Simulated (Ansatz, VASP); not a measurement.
## Two plane-wave programs on SrO

The input INCAR:

```
SYSTEM = SrO
PREC     = Accurate       ! precision mode
ENCUT    = 520            ! plane-wave cutoff, eV
EDIFF    = 1E-6           ! SCF threshold, eV
ISMEAR   = 0              ! smearing method
SIGMA    = 0.05           ! smearing width, eV
LREAL    = .FALSE.        ! projectors in reciprocal space
LASPH    = .TRUE.         ! aspherical terms in the spheres
NELM     = 60             ! most SCF steps
ALGO     = Normal         ! electronic algorithm
ISIF     = 2              ! what is computed and relaxed
LWAVE    = .FALSE.        ! write WAVECAR
LCHARG   = .FALSE.        ! write CHGCAR
GGA      = CA             ! functional
NBANDS   = 15             ! bands
```

File KPOINTS:

```
regular mesh
0
G
  8 8 8
  0 0 0
```

Contents of POSCAR:

```
SrO
1.0
    0.0000000000      2.6340450000      2.6340450000
    2.6340450000      0.0000000000      2.6340450000
    2.6340450000      2.6340450000      0.0000000000
Sr O
1 1
Direct
    0.0000000000      0.0000000000      0.0000000000
    0.5000000000      0.5000000000      0.5000000000
```

Input for Ansatz:

```yaml
crystal:
  lattice:
    - [0.0, 2.634045, 2.634045]
    - [2.634045, 0.0, 2.634045]
    - [2.634045, 2.634045, 0.0]
  atoms:
    - { symbol: Sr, position: [0.0, 0.0, 0.0] }
    - { symbol: O, position: [0.5, 0.5, 0.5] }
basis:
  ecutwfc: 420
kpoints:
  mp_grid: { grid: [8, 8, 8] }
hamiltonian:
  xc: lda
scf:
  occupations: { method: gaussian, width: 0.05 }
output:
  forces: true
  stress: true
  eigenvalues: true
```

Change from the starting cell: strain +0.025 along x and y, +0.025 along z, atoms carried along.

Alike in both runs: task single point; functional LDA; k mesh 8 × 8 × 8; occupations gaussian, width 0.05 eV; no spin polarisation.

```csv
,VASP,Ansatz
version,VASP 6.6.1,Ansatz 0.2.0
potentials or method,"VASP PAW LDA potentials, release 64 (Sr_sv, O), cutoff 520 eV","scalar-relativistic, plane waves, PAW"
valence electrons in the cell,16,16
```

Ansatz gave:

| Item | Value |
| --- | --- |
| gap on the k mesh at the Fermi level (eV) | 3.19 |
| least direct gap on the mesh (eV) | 3.31 |
| pressure (GPa) | -9.5 |

Q: What did VASP give for the same quantities?

A: gap on the k mesh at the Fermi level (eV): 3.14; least direct gap on the mesh (eV): 3.27; pressure (GPa): -9.0.

LDA's correlation is that of Perdew and Zunger in VASP and of Perdew and Wang (1992) in Ansatz.
